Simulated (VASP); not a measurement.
# PbO (P4/nmm) in VASP: notebook

Runs on PbO. Level: PBE. Tasks: single point.

All numbers are computed with VASP 6.6.1; they aren't measurements. Logs are shortened: lines on timing, memory, paths and dates and some standing lists are left out, and cuts for length are marked.

**1. The cell of the first run**

Symmetry: P4/nmm, No. 129, tetragonal system. Conventional cell: a = 3.990 Å, b = 3.990 Å, c = 5.010 Å, α = 90.00°, β = 90.00°, γ = 90.00°. Within 3.1 Å of Pb (site symmetry 4mm) lie 4 O at 2.33 Å. O (site symmetry -4m2) has 4 Pb at 2.33 Å and 4 O at 2.82 Å within 3.1 Å.

**2. Single point, PBE**

The input, INCAR:

```
SYSTEM = PbO
ALGO = Normal
EDIFF = 1E-6
ENCUT = 520
GGA = PE
ISIF = 2
ISMEAR = 0
LASPH = .True.
LCHARG = .True.
LELF = .True.
LREAL = .False.
LVHAR = .True.
LWAVE = .False.
NBANDS = 28
NELM = 80
PREC = Accurate
SIGMA = 0.1
```

The input, KPOINTS:

```
k-points
0
Gamma
  4 4 4
  0 0 0
```

The input, POSCAR:

```
PbO
1.0
    3.9900000000      0.0000000000      0.0000000000
    0.0000000000      3.9900000000      0.0000000000
    0.0000000000      0.0000000000      5.0100000000
Pb O
2 2
Direct
    0.0000000000      0.5000000000      0.2400000000
    0.5000000000      0.0000000000      0.7600000000
    0.0000000000      0.0000000000      0.0000000000
    0.5000000000      0.5000000000      0.0000000000
```

Potentials or basis: VASP PAW PBE potentials, release 64 (Pb_d, O).

On the command line:

```
cat potpaw_PBE.64/Pb_d/POTCAR potpaw_PBE.64/O/POTCAR > POTCAR
mpirun -np 1 vasp_std > vasp.out
```

OUTCAR:

```text
SYSTEM = PbO
   EDIFF = 1E-6
   ENCUT = 520
   GGA = PE
   ISIF = 2
   ISMEAR = 0
   LASPH = .True.
   LREAL = .False.
   NELM = 80
   PREC = Accurate

 ion  position               nearest neighbor table
   1  0.000  0.500  0.240-   3 2.33   4 2.33   3 2.33   4 2.33   2 3.71   2 3.71   2 3.71   2 3.71
                             2 3.84   2 3.84   2 3.84   2 3.84
   2  0.500  0.000  0.760-   3 2.33   4 2.33   4 2.33   3 2.33   1 3.71   1 3.71   1 3.71   1 3.71
                             1 3.84   1 3.84   1 3.84   1 3.84
   3  0.000  0.000  0.000-   1 2.33   2 2.33   1 2.33   2 2.33
   4  0.500  0.500  0.000-   1 2.33   2 2.33   2 2.33   1 2.33

  LATTYP: Found a simple tetragonal cell.
 ALAT       =     3.9900000000
 C/A-ratio  =     1.2556390977

  Lattice vectors:

 A1 = (   3.9900000000,   0.0000000000,   0.0000000000)
 A2 = (   0.0000000000,   3.9900000000,   0.0000000000)
 A3 = (   0.0000000000,   0.0000000000,   5.0100000000)

Analysis of symmetry for initial positions (statically):
=====================================================================
 Subroutine PRICEL returns:
 Original cell was already a primitive cell.

 Routine SETGRP: Setting up the symmetry group for a
 simple tetragonal supercell.

 Subroutine GETGRP returns: Found 16 space group operations
 (whereof  8 operations were pure point group operations)
 out of a pool of 16 trial point group operations.

The static configuration has the point symmetry D_2d.
 The point group associated with its full space group is D_4h.

Analysis of symmetry for dynamics (positions and initial velocities):
=====================================================================
 Subroutine PRICEL returns:
 Original cell was already a primitive cell.

 Routine SETGRP: Setting up the symmetry group for a
 simple tetragonal supercell.

 Subroutine GETGRP returns: Found 16 space group operations
 (whereof  8 operations were pure point group operations)
 out of a pool of 16 trial point group operations.

The dynamic configuration has the point symmetry D_2d.
 The point group associated with its full space group is D_4h.

 Subroutine INISYM returns: Found 16 space group operations
 (whereof  8 operations are pure point group operations),
 and found     1 'primitive' translations

----------------------------------------------------------------------------------------

                                     Primitive cell

  volume of cell :      79.7597

  direct lattice vectors                    reciprocal lattice vectors
     3.990000000  0.000000000  0.000000000     0.250626566  0.000000000  0.000000000
     0.000000000  3.990000000  0.000000000     0.000000000  0.250626566  0.000000000
     0.000000000  0.000000000  5.010000000     0.000000000  0.000000000  0.199600798

  length of vectors
     3.990000000  3.990000000  5.010000000     0.250626566  0.250626566  0.199600798

  position of ions in fractional coordinates (direct lattice)
     0.000000000  0.500000000  0.240000000
     0.500000000  0.000000000  0.760000000
     0.000000000  0.000000000  0.000000000
     0.500000000  0.500000000  0.000000000

  ion indices of the primitive-cell ions
   primitive index   ion index
                 1           1
                 2           2
                 3           3
                 4           4

----------------------------------------------------------------------------------------

 KPOINTS: k-points

Automatic generation of k-mesh.
 Grid dimensions read from file:
 generate k-points for:    4    4    4

 Generating k-lattice:

  Cartesian coordinates                     Fractional coordinates (reciprocal lattice)
     0.062656642  0.000000000  0.000000000     0.250000000  0.000000000  0.000000000
     0.000000000  0.062656642  0.000000000     0.000000000  0.250000000  0.000000000
     0.000000000  0.000000000  0.049900200     0.000000000  0.000000000  0.250000000

  Length of vectors
     0.062656642  0.062656642  0.049900200

  Shift w.r.t. Gamma in fractional coordinates (k-lattice)
     0.000000000  0.000000000  0.000000000

 Subroutine IBZKPT returns following result:
 ===========================================

 Found     18 irreducible k-points:

 Following reciprocal coordinates:
            Coordinates               Weight
  0.000000  0.000000  0.000000      1.000000
  0.250000  0.000000  0.000000      4.000000
  0.500000  0.000000  0.000000      2.000000
  0.250000  0.250000  0.000000      4.000000
  0.500000  0.250000  0.000000      4.000000
  0.500000  0.500000  0.000000      1.000000
[... 10 lines left out ...]
  0.500000  0.250000  0.500000      4.000000
  0.500000  0.500000  0.500000      1.000000
   k-points           NKPTS =     18   k-points in BZ     NKDIM =     18   number of bands    NBANDS=     28
   number of dos      NEDOS =    301   number of ions     NIONS =      4
   total plane-waves  NPLWV =  36000
   dimension x,y,z NGX =    30 NGY =   30 NGZ =   40
   dimension x,y,z NGXF=    60 NGYF=   60 NGZF=   80
   ions per type =               2   2
   NGX,Y,Z   is equivalent  to a cutoff of  12.50, 12.50, 13.27 a.u.
   NGXF,Y,Z  is equivalent  to a cutoff of  25.00, 25.00, 26.55 a.u.
 SYSTEM =  PbO
   PREC   = accura    normal or accurate (medium, high low for compatibility)
   ISTART =      0    job   : 0-new  1-cont  2-samecut
   ICHARG =      2    charge: 1-file 2-atom 10-const
   ISPIN  =      1    spin polarized calculation?
   LNONCOLLINEAR =      F non collinear calculations
   LSORBIT =      F    spin-orbit coupling
   LASPH  =      T    aspherical Exc in radial PAW
   ENCUT  =  520.0 eV  38.22 Ry    6.18 a.u.   7.42  7.42  9.32*2*pi/ulx,y,z
   NELM   =     80;   NELMIN=  2; NELMDL= -5     # of ELM steps
   EDIFF  = 0.1E-05   stopping-criterion for ELM
   LREAL  =      F    real-space projection
   EDIFFG = 0.1E-04   stopping-criterion for IOM
   NSW    =      0    number of steps for IOM
   IBRION =     -1    ionic relax: 0-MD 1-quasi-New 2-CG
   NFREE  =      0    steps in history (QN), initial steepest desc. (CG)
   ISIF   =      2    stress and relaxation
   ISYM   =      2    0-nonsym 1-usesym 2-fastsym
   POTIM  = 0.5000    time-step for ionic-motion
   TEBEG  =    0.0;   TEEND  =   0.0 temperature during run
   PSTRESS=    0.0 pullay stress
   NELECT =      40.0000    total number of electrons
   NUPDOWN=      -1.0000    fix difference up-down
   EMIN   =  10.00;   EMAX   =-10.00  energy-range for DOS
   EFERMI =   0.00;   METHOD = LEGACY
   ISMEAR =     0;   SIGMA  =   0.10  broadening in eV -4-tet -1-fermi 0-gaus
   EFERMI_NEDOS =   21; number of points for ismear=-14 and -15
   IALGO  =     38    algorithm
   IMIX   =      4    mixing-type and parameters
     AMIX     =   0.40;   BMIX     =  1.00
     AMIX_MAG =   1.60;   BMIX_MAG =  1.00
  volume/ion in A,a.u.               =      19.94       134.56
  Fermi-wavevector in a.u.,A,eV,Ry     =   1.300670  2.457909 23.017539  1.691741
  Thomas-Fermi vector in A             =   2.431853
   LORBIT       =      0    0 simple, 1 ext, 2 COOP (PROOUT), +10 PAW based schemes
   GGA     = PE    functional components
   LHFCALC =     F    Hartree Fock is set to
   AEXX    =    0.0000 exact exchange contribution
   IVDW    =     0    specifies the selected vdW correction
   LEPSILON=     F    determine dielectric tensor
   LRPA    =     F    only Hartree local field effects (RPA)
 non-spin polarized calculation
 Gauss-broadening in eV      SIGMA  =   0.10
  energy-cutoff  :      520.00
  volume of cell :       79.76
 maximum number of plane-waves:      2179
 NGX is ok and might be reduce to    30
   NGX = 15   NGY = 15   NGZ = 19

 number of electron      39.9999999 magnetization

 Free energy of the ion-electron system (eV)
  ---------------------------------------------------
  ext. energy  EPLUGINS =         0.00000000
  ---------------------------------------------------
  free energy    TOTEN  =       -21.43215597 eV

  energy without entropy =      -21.43215597  energy(sigma->0) =      -21.43215597

 E-fermi :   5.5523     XC(G=0):  -9.8275

 val. band max:        5.0763616794   @ k =   0.0000   0.0000   0.0000
 cond. band min:       6.2340341299   @ k =   0.5000   0.5000   0.0000
 fundamental gap:      1.1576724505
 Fermi energy:         5.5523360625

 k-point     1 :       0.0000    0.0000    0.0000
  band No.  band energies     occupation
      1     -13.1756      2.00000
      2     -12.6694      2.00000
      3     -10.9302      2.00000
      4     -10.9302      2.00000
      5     -10.8734      2.00000
      6     -10.8538      2.00000
[... 20 lines left out ...]
     27      12.5466      0.00000
     28      13.1182      0.00000

 k-point     2 :       0.2500    0.0000    0.0000
  band No.  band energies     occupation
      1     -13.0603      2.00000
      2     -12.7128      2.00000
      3     -10.9013      2.00000
      4     -10.8992      2.00000
      5     -10.8307      2.00000
      6     -10.8231      2.00000
[... 20 lines left out ...]
     27      13.0219      0.00000
     28      15.9133      0.00000

 k-point     3 :       0.5000    0.0000    0.0000
  band No.  band energies     occupation
      1     -12.8550      2.00000
      2     -12.8550      2.00000
      3     -10.8387      2.00000
      4     -10.8387      2.00000
      5     -10.8383      2.00000
      6     -10.8383      2.00000
[... 20 lines left out ...]
     27      14.2232      0.00000
     28      14.2232      0.00000

 k-point     4 :       0.2500    0.2500    0.0000
  band No.  band energies     occupation
      1     -12.9798      2.00000
      2     -12.7428      2.00000
      3     -10.8936      2.00000
      4     -10.8431      2.00000
      5     -10.8069      2.00000
      6     -10.8003      2.00000
[... 20 lines left out ...]
     27      13.9401      0.00000
     28      14.6036      0.00000

 k-point     5 :       0.5000    0.2500    0.0000
  band No.  band energies     occupation
      1     -12.8413      2.00000
      2     -12.8413      2.00000
      3     -10.8270      2.00000
      4     -10.8270      2.00000
      5     -10.8158      2.00000
      6     -10.8158      2.00000
[... 20 lines left out ...]
     27      13.8180      0.00000
     28      13.8180      0.00000

 k-point     6 :       0.5000    0.5000    0.0000
  band No.  band energies     occupation
      1     -12.8329      2.00000
      2     -12.8329      2.00000
      3     -10.8482      2.00000
      4     -10.8482      2.00000
      5     -10.7436      2.00000
      6     -10.7436      2.00000
[... 277 lines left out ...]
      5     -10.8289      2.00000
      6     -10.8289      2.00000
[... 20 lines left out ...]
     27      14.4706      0.00000
     28      14.4706      0.00000

 k-point    16 :       0.2500    0.2500    0.5000
  band No.  band energies     occupation
      1     -12.9818      2.00000
      2     -12.7404      2.00000
      3     -10.8839      2.00000
      4     -10.8318      2.00000
      5     -10.8219      2.00000
      6     -10.7920      2.00000
[... 20 lines left out ...]
     27      15.7222      0.00000
     28      16.2836      0.00000

 k-point    17 :       0.5000    0.2500    0.5000
  band No.  band energies     occupation
      1     -12.8463      2.00000
      2     -12.8463      2.00000
      3     -10.8599      2.00000
      4     -10.8599      2.00000
      5     -10.7929      2.00000
      6     -10.7929      2.00000
[... 20 lines left out ...]
     27      16.0327      0.00000
     28      16.0327      0.00000

 k-point    18 :       0.5000    0.5000    0.5000
  band No.  band energies     occupation
      1     -12.8317      2.00000
      2     -12.8317      2.00000
      3     -10.8061      2.00000
      4     -10.8061      2.00000
      5     -10.7786      2.00000
      6     -10.7786      2.00000
[... 20 lines left out ...]
     27      16.2108      0.00000
     28      16.2108      0.00000

------------------------ aborting loop because EDIFF is reached ----------------------------------------

  FORCE on cell =-STRESS in cart. coord.  units (eV):
  Direction    XX          YY          ZZ          XY          YZ          ZX
  --------------------------------------------------------------------------------------
  -------------------------------------------------------------------------------------
  Total        1.7273341      1.7273341      1.1433108      0.0000000      0.0000000      0.0000000
  in kB       34.6979183     34.6979183     22.9663183      0.0000000      0.0000000      0.0000000
  external PRESSURE =      30.7873850 kB  Pullay stress =       0.0000000 kB

 VOLUME and BASIS-vectors are now :
 -----------------------------------------------------------------------------
  energy-cutoff  :      520.00
  volume of cell :       79.76
      direct lattice vectors                 reciprocal lattice vectors
     3.990000000  0.000000000  0.000000000     0.250626566  0.000000000  0.000000000
     0.000000000  3.990000000  0.000000000     0.000000000  0.250626566  0.000000000
     0.000000000  0.000000000  5.010000000     0.000000000  0.000000000  0.199600798

 POSITION                                       TOTAL-FORCE (eV/Angst)
 -----------------------------------------------------------------------------------
      0.00000      1.99500      1.20240        -0.000000      0.000000      0.025964
      1.99500      0.00000      3.80760         0.000000      0.000000     -0.025964
      0.00000      0.00000      0.00000         0.000000      0.000000      0.000000
      1.99500      1.99500      0.00000         0.000000     -0.000000      0.000000
 -----------------------------------------------------------------------------------
    total drift:                                0.000000      0.000000      0.000000

  FREE ENERGIE OF THE ION-ELECTRON SYSTEM (eV)
  ---------------------------------------------------
  free  energy   TOTEN  =       -21.4321559691 eV

  energy  without entropy=      -21.4321559691  energy(sigma->0) =      -21.43215597
```

It took 34 s on 1 thread of Intel Xeon Platinum 8259CL at 2.50GHz (Skylake/Cascade Lake), shared host; peak memory 0.19 GiB.

Results:

```yaml
Free_energy: -21.4322 eV
Pressure: 3.1 GPa
Largest_force: 0.026 eV/Å
Band_gap_on_the_k_mesh: 1.16 eV, indirect (least direct gap 2.11 eV)
```

Forces in eV/Å, atoms in the order of the input:
```
Pb   0.000  0.000  0.026
Pb   0.000  0.000 -0.026
O    0.000  0.000  0.000
O    0.000  0.000  0.000
```

Caveat: spin-orbit coupling is left out, which moves the levels of the heavy elements. As with any semilocal functional, this PBE gap is likely too small.

**3. Single point, PBE (volume scaled by 0.94, then relaxed in part)**

The input, INCAR:

```
PREC     = Accurate       # precision mode
ENCUT    = 520            # plane-wave cutoff, eV
EDIFF    = 1E-7           # SCF threshold, eV
ISMEAR   = 0              # smearing method
SIGMA    = 0.02           # smearing width, eV
LREAL    = F              # projectors in reciprocal space
LASPH    = T              # aspherical terms in the spheres
NELM     = 60             # most SCF steps
ALGO     = Normal         # electronic algorithm
ISIF     = 2              # what is computed and relaxed
LWAVE    = F              # write WAVECAR
LCHARG   = F              # write CHGCAR
GGA      = PE             # functional
NBANDS   = 28             # bands
```

The input, KPOINTS:

```
Automatic mesh
0
Gamma
  8 8 6
```

The input, POSCAR:

```
PbO
1.0
    4.0446259819      0.0000000000      0.0000000000
    0.0000000000      4.0446259819      0.0000000000
    0.0000000000      0.0000000000      5.2927218677
Pb O
2 2
Direct
    0.0000000000      0.5000000000      0.2248032084
    0.5000000000      0.0000000000      0.7751967916
    0.0000000000      0.0000000000      0.0000000000
    0.5000000000      0.5000000000      0.0000000000
```

Potentials or basis: VASP PAW PBE potentials, release 64 (Pb_d, O).

On the command line:

```
cat potpaw_PBE.64/Pb_d/POTCAR potpaw_PBE.64/O/POTCAR > POTCAR
mpirun -np 1 vasp_std > vasp.out
```

Run time: 1.9 min. Hardware: 1 thread of Intel Xeon Platinum 8259CL at 2.50GHz (Skylake/Cascade Lake), shared host; peak memory 0.26 GiB.

It converged, with:

```
Free energy            : -21.5060 eV
Pressure               : 0.8 GPa
Largest force          : 0.040 eV/Å
Band gap on the k mesh : 1.54 eV, indirect (least direct gap 2.09 eV)
```

Forces on the atoms (eV/Å):
```
Pb   0.000  0.000  0.040
Pb   0.000  0.000 -0.040
O    0.000  0.000  0.000
O    0.000  0.000  0.000
```

Levels at points of the mesh, in eV from the valence-band top:
```csv
k point,band 16,band 17,band 18,band 19,band 20,band 21,band 22,band 23,band 24,band 25
"(0.00, 0.00, 0.00)",-3.96,-1.51,-1.49,-1.49,-0.01,2.09,4.97,5.77,5.77,6.28
"(0.50, 0.00, 0.00)",-2.95,-2.77,-2.77,-1.42,-1.42,3.24,3.24,6.07,6.07,6.62
"(0.50, 0.50, 0.00)",-3.17,-1.58,-1.58,-0.88,-0.88,1.54,1.54,5.25,5.25,7.29
"(0.00, 0.00, 0.50)",-3.86,-1.54,-1.51,-1.51,-0.78,1.86,4.28,4.28,4.28,8.20
"(0.50, 0.00, 0.50)",-3.33,-2.75,-2.75,-0.89,-0.89,2.96,2.96,6.35,6.35,6.86
"(0.50, 0.50, 0.50)",-3.48,-1.99,-1.99,-0.88,-0.88,3.60,3.60,4.33,4.33,5.60
```

Caveat: spin-orbit coupling is left out, which moves the levels of the heavy elements.
